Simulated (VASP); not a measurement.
# Cr (Im-3m) in VASP: a series of runs

The runs below take Cr through single point, with PBE.

All numbers are computed with VASP 6.6.1; they aren't measurements. Logs are shortened: lines on timing, memory, paths and dates and some standing lists are left out, and cuts for length are marked.

### 1 The cell of the first run

Symmetry: Im-3m, No. 229, cubic system. The conventional cell has a = 2.969 Å, b = 2.969 Å, c = 2.969 Å, α = 90.00°, β = 90.00°, γ = 90.00°. Cr (site symmetry m-3m) has 14 Cr at 2.57 to 2.97 Å within 3.4 Å.

### 2 Single point, PBE, collinear spin, ferromagnetic start

INCAR

```
SYSTEM = Cr
PREC = Accurate
ENCUT = 520
EDIFF = 1E-7
ISMEAR = 0
SIGMA = 0.014
LREAL = .FALSE.
LASPH = .TRUE.
NELM = 150
ALGO = Normal
ISIF = 2
LWAVE = .FALSE.
LCHARG = .FALSE.
ISPIN = 2
MAGMOM = 3
LORBIT = 11
LMAXMIX = 4
GGA = PE
NBANDS = 16
```

KPOINTS

```
Automatic mesh
0
G
  12 12 12
  0 0 0
```

POSCAR

```
Cr
1.0
   -1.4844496776      1.4844496776      1.4844496776
    1.4844496776     -1.4844496776      1.4844496776
    1.4844496776      1.4844496776     -1.4844496776
Cr
1
Direct
    0.0000000000      0.0000000000      0.0000000000
```

Potentials or basis: VASP PAW PBE potentials, release 64 (Cr_pv).

Command:

```console
cat potpaw_PBE.64/Cr_pv/POTCAR > POTCAR
mpirun -np 1 vasp_std > vasp.out
```

OUTCAR:

```text
SYSTEM = Cr
   PREC = Accurate
   ENCUT = 520
   EDIFF = 1E-7
   ISMEAR = 0
   LREAL = .FALSE.
   LASPH = .TRUE.
   NELM = 150
   ISIF = 2
   ISPIN = 2
   LORBIT = 11
   GGA = PE

 ion  position               nearest neighbor table
   1  0.000  0.000  0.000-

  LATTYP: Found a body centered cubic cell.
 ALAT       =     2.9688993552

  Lattice vectors:

 A1 = (  -1.4844496776,   1.4844496776,   1.4844496776)
 A2 = (   1.4844496776,  -1.4844496776,   1.4844496776)
 A3 = (   1.4844496776,   1.4844496776,  -1.4844496776)

Analysis of symmetry for initial positions (statically):
=====================================================================
 Subroutine PRICEL returns:
 Original cell was already a primitive cell.

 Routine SETGRP: Setting up the symmetry group for a
 body centered cubic supercell.

 Subroutine GETGRP returns: Found 48 space group operations
 (whereof 48 operations were pure point group operations)
 out of a pool of 48 trial point group operations.

The static configuration has the point symmetry O_h .

Analysis of symmetry for dynamics (positions and initial velocities):
=====================================================================
 Subroutine PRICEL returns:
 Original cell was already a primitive cell.

 Routine SETGRP: Setting up the symmetry group for a
 body centered cubic supercell.

 Subroutine GETGRP returns: Found 48 space group operations
 (whereof 48 operations were pure point group operations)
 out of a pool of 48 trial point group operations.

The dynamic configuration has the point symmetry O_h .

Analysis of structural, dynamic, and magnetic symmetry:
=====================================================================
 Subroutine PRICEL returns:
 Original cell was already a primitive cell.

 Routine SETGRP: Setting up the symmetry group for a
 body centered cubic supercell.

 Subroutine GETGRP returns: Found 48 space group operations
 (whereof 48 operations were pure point group operations)
 out of a pool of 48 trial point group operations.

The overall configuration has the point symmetry O_h .

 Subroutine INISYM returns: Found 48 space group operations
 (whereof 48 operations are pure point group operations),
 and found     1 'primitive' translations

----------------------------------------------------------------------------------------

                                     Primitive cell

  volume of cell :      13.0845

  direct lattice vectors                    reciprocal lattice vectors
[... 97 lines left out ...]
   NUPDOWN=      -1.0000    fix difference up-down
   EMIN   =  10.00;   EMAX   =-10.00  energy-range for DOS
   EFERMI =   0.00;   METHOD = LEGACY
   ISMEAR =     0;   SIGMA  =   0.01  broadening in eV -4-tet -1-fermi 0-gaus
   EFERMI_NEDOS =   21; number of points for ismear=-14 and -15
   IALGO  =     38    algorithm
   IMIX   =      4    mixing-type and parameters
     AMIX     =   0.40;   BMIX     =  1.00
     AMIX_MAG =   1.60;   BMIX_MAG =  1.00
  volume/ion in A,a.u.               =      13.08        88.30
  Fermi-wavevector in a.u.,A,eV,Ry     =   1.590559  3.005721 34.421077  2.529878
  Thomas-Fermi vector in A             =   2.689235
   LORBIT       =     11    0 simple, 1 ext, 2 COOP (PROOUT), +10 PAW based schemes
   GGA     = PE    functional components
   LHFCALC =     F    Hartree Fock is set to
   AEXX    =    0.0000 exact exchange contribution
   IVDW    =     0    specifies the selected vdW correction
   LEPSILON=     F    determine dielectric tensor
   LRPA    =     F    only Hartree local field effects (RPA)
 spin polarized calculation
 Gauss-broadening in eV      SIGMA  =   0.01
  energy-cutoff  :      520.00
  volume of cell :       13.08
 maximum number of plane-waves:       370
   NGX =  9   NGY =  9   NGZ =  9

 number of electron      12.0000008 magnetization       0.0012070

 number of electron      12.0000008 magnetization      -0.0000683

 Free energy of the ion-electron system (eV)
  ---------------------------------------------------
  ext. energy  EPLUGINS =         0.00000000
  ---------------------------------------------------
  free energy    TOTEN  =        -9.38194818 eV

  energy without entropy =       -9.38183496  energy(sigma->0) =       -9.38189157

 E-fermi :   9.2807     XC(G=0): -12.9614

 val. band max:        9.2126719891   @ k =  -0.2500   0.3333   0.1667
 cond. band min:       9.2920321726   @ k =   0.4167   0.0833   0.0000
 fundamental gap:      0.0793601835
 Fermi energy:         9.2806748683

 spin component 1

 k-point     1 :       0.0000    0.0000    0.0000
  band No.  band energies     occupation
      1     -33.5544      1.00000
      2     -33.5544      1.00000
      3     -33.5544      1.00000
      4       1.9051      1.00000
      5       8.5447      1.00000
      6       8.5447      1.00000
[... 435 lines left out ...]
      5       7.1754      1.00000
      6       9.0521      1.00000
[... 8 lines left out ...]
     15      38.4272      0.00000
     16      39.7915      0.00000

 [... further k-points ...]

 spin component 2

 k-point     1 :       0.0000    0.0000    0.0000
  band No.  band energies     occupation
      1     -33.5544      1.00000
      2     -33.5544      1.00000
      3     -33.5544      1.00000
      4       1.9050      1.00000
      5       8.5446      1.00000
      6       8.5446      1.00000
[... 435 lines left out ...]
      5       7.1754      1.00000
      6       9.0520      1.00000
[... 8 lines left out ...]
     15      38.4272      0.00000
     16      39.7915      0.00000

 [... further k-points ...]
[... 5 lines left out ...]
  --------------------------------------------------------------------------------------
  -------------------------------------------------------------------------------------
  Total       -2.0578220     -2.0578220     -2.0578220     -0.0000000      0.0000000      0.0000000
  in kB     -251.9776106   -251.9776106   -251.9776106     -0.0000000      0.0000000      0.0000000
  external PRESSURE =    -251.9776106 kB  Pullay stress =       0.0000000 kB

 VOLUME and BASIS-vectors are now :
 -----------------------------------------------------------------------------
  energy-cutoff  :      520.00
  volume of cell :       13.08
      direct lattice vectors                 reciprocal lattice vectors
    -1.484449678  1.484449678  1.484449678     0.000000000  0.336825160  0.336825160
     1.484449678 -1.484449678  1.484449678     0.336825160  0.000000000  0.336825160
     1.484449678  1.484449678 -1.484449678     0.336825160  0.336825160  0.000000000

 POSITION                                       TOTAL-FORCE (eV/Angst)
 -----------------------------------------------------------------------------------
      0.00000      0.00000      0.00000        -0.000000     -0.000000      0.000000
 -----------------------------------------------------------------------------------
    total drift:                               -0.000000     -0.000000      0.000000

  FREE ENERGIE OF THE ION-ELECTRON SYSTEM (eV)
  ---------------------------------------------------
  free  energy   TOTEN  =        -9.3819481762 eV

  energy  without entropy=       -9.3818349631  energy(sigma->0) =       -9.38189157

 total charge

# of ion       s       p       d       tot
------------------------------------------
    1        0.396   6.325   4.096  10.817

 magnetization (x)

# of ion       s       p       d       tot
------------------------------------------
    1        0.000  -0.000  -0.000  -0.000
```

OSZICAR:

```text
N       E                     dE             d eps       ncg     rms          rms(c)
DAV:   1     0.838826394084E+02    0.83883E+02   -0.62866E+03  4672   0.842E+02
DAV:   2    -0.826630719485E+01   -0.92149E+02   -0.87822E+02  4960   0.244E+02
DAV:   3    -0.979425004656E+01   -0.15279E+01   -0.15232E+01  5312   0.350E+01
DAV:   4    -0.980042728525E+01   -0.61772E-02   -0.61771E-02  5376   0.220E+00
DAV:   5    -0.980048175527E+01   -0.54470E-04   -0.54472E-04  5336   0.187E-01    0.165E+01
DAV:   6    -0.931832250070E+01    0.48216E+00   -0.24915E+00  4728   0.268E+01    0.366E+00
DAV:   7    -0.938070718485E+01   -0.62385E-01   -0.20367E-01  4824   0.346E+00    0.205E+00
DAV:   8    -0.938412912256E+01   -0.34219E-02   -0.47619E-03  5232   0.901E-01    0.102E+00
DAV:   9    -0.938171182567E+01    0.24173E-02   -0.15258E-03  5184   0.469E-01    0.240E-01
DAV:  10    -0.938191878060E+01   -0.20695E-03   -0.31496E-04  5000   0.235E-01    0.876E-02
DAV:  11    -0.938195217910E+01   -0.33398E-04   -0.22626E-05  4792   0.505E-02    0.214E-02
DAV:  12    -0.938195171102E+01    0.46808E-06   -0.20707E-06  5024   0.143E-02    0.116E-02
DAV:  13    -0.938194790706E+01    0.38040E-05   -0.67669E-07  4992   0.983E-03    0.180E-03
DAV:  14    -0.938194811979E+01   -0.21272E-06   -0.84335E-08  3640   0.303E-03    0.612E-04
DAV:  15    -0.938194817624E+01   -0.56454E-07   -0.14689E-08  2368   0.121E-03
   1 F= -.93819482E+01 E0= -.93818916E+01  d E =-.113213E-03  mag=     0.0000
```

Wall time 18 s (1 thread of AMD EPYC 9R45 (Zen 5), shared host); peak memory 0.11 GiB.

What came out:

```yaml
Free_energy: -9.3819 eV
Pressure: -25.2 GPa
Band_gap_on_the_k_mesh: zero (filled and empty bands overlap)
Net_moment: 0.00 μB per cell
Valence_electrons_inside_the_program's_atomic_spheres: Cr 10.82
```

Caveat: the starting moments collapsed, and a magnetic state may lie lower.

### 3 Single point, PBE, collinear spin, ferromagnetic start

INCAR

```
  PREC = Accurate
  ENCUT = 520
  EDIFF = 1E-7
  ISMEAR = 0
  SIGMA = 0.015
  LREAL = False
  LASPH = True
  NELM = 150
  ALGO = Normal
  ISIF = 2
  LWAVE = False
  LCHARG = False
  ISPIN = 2
  MAGMOM = 3
  LORBIT = 11
  LMAXMIX = 4
  GGA = PE
  NBANDS = 16
```

KPOINTS

```
Automatic mesh
0
Gamma
  12 12 12
```

POSCAR is that of step 2.

Potentials or basis: VASP PAW PBE potentials, release 64 (Cr_pv).

Command:

```console
cat potpaw_PBE.64/Cr_pv/POTCAR > POTCAR
mpirun -np 1 vasp_std > vasp.out
```

Run time: 18 s. Hardware: 1 thread of AMD EPYC 9R45 (Zen 5), shared host; peak memory 0.11 GiB.

Results (log left out):

| Quantity | Value |
| --- | --- |
| Free energy | -9.3820 eV |
| Pressure | -25.2 GPa |
| Band gap on the k mesh | zero (filled and empty bands overlap) |
| Net moment | 0.00 μB per cell |
| Valence electrons inside the program's atomic spheres | Cr 10.82 |

Levels at points of the mesh, in eV from the Fermi level:
Spin up:
```
           k point  band 3  band 4  band 5  band 6  band 7  band 8  band 9  band 10
(0.00, 0.00, 0.00)  -42.83   -7.37   -0.74   -0.74   -0.74    1.01    1.01     7.10
(0.50, 0.00, 0.00)  -42.84   -3.82   -2.03    0.88    0.99    1.28    2.41     7.09
(0.50, 0.50, 0.50)  -43.26   -3.57   -3.57    2.08    2.08    2.08    7.10     9.56
```
Spin down:
| k point | band 4 | band 5 | band 6 | band 7 | band 8 | band 9 |
| --- | --- | --- | --- | --- | --- | --- |
| (0.00, 0.00, 0.00) | -7.37 | -0.74 | -0.74 | -0.74 | 1.01 | 1.01 |
| (0.50, 0.00, 0.00) | -3.82 | -2.03 | 0.88 | 0.99 | 1.28 | 2.41 |
| (0.50, 0.50, 0.50) | -3.57 | -3.57 | 2.08 | 2.08 | 2.08 | 7.10 |

Caveat: the starting moments collapsed, and a magnetic state may lie lower.

(Part 1 of 2 ends here.)
